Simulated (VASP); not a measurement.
KBr, 2 atoms in the cell. Symmetry: I4/mmm, No. 139, tetragonal system. The conventional cell has a = 4.423 Å, b = 4.423 Å, c = 6.750 Å, α = 90.00°, β = 90.00°, γ = 90.00°. K (site symmetry 4/mmm) has 6 Br at 3.13 to 3.37 Å within 4.1 Å. Within 4.1 Å of Br (site symmetry 4/mmm) lie 6 K at 3.13 to 3.37 Å.  This cell differs from its parent crystal: strain -0.050 along x and y, +0.025 along z.

* Program: VASP 6.6.1
* Task: single point
* Functional: PBE
* Potentials or basis: VASP PAW PBE potentials, release 64 (K_sv, Br)
* Cutoff: 520 eV
* k mesh: 6 × 6 × 6
* Occupations: gaussian, width 0.05 eV
* Spin: no spin polarisation
* Dipole correction: no
* Further INCAR settings: ALGO = Normal; EDIFF = 1e-06; NBANDS = 15

Potentials or basis: VASP PAW PBE potentials, release 64 (K_sv, Br).

The run is started by

```console
$ cat potpaw_PBE.64/K_sv/POTCAR potpaw_PBE.64/Br/POTCAR > POTCAR
$ mpirun -np 1 vasp_std > vasp.out
```

Hardware: 1 thread of AMD EPYC 7R43 64-Core Processor (Zen 3), with other jobs on the host.

Problem. Estimate the wall time of this run.

Solution. It took 39 s on 1 thread of AMD EPYC 7R43 64-Core Processor (Zen 3), on a shared host, peak memory 0.17 GiB. Counts: scf iterations 13, k points 30.
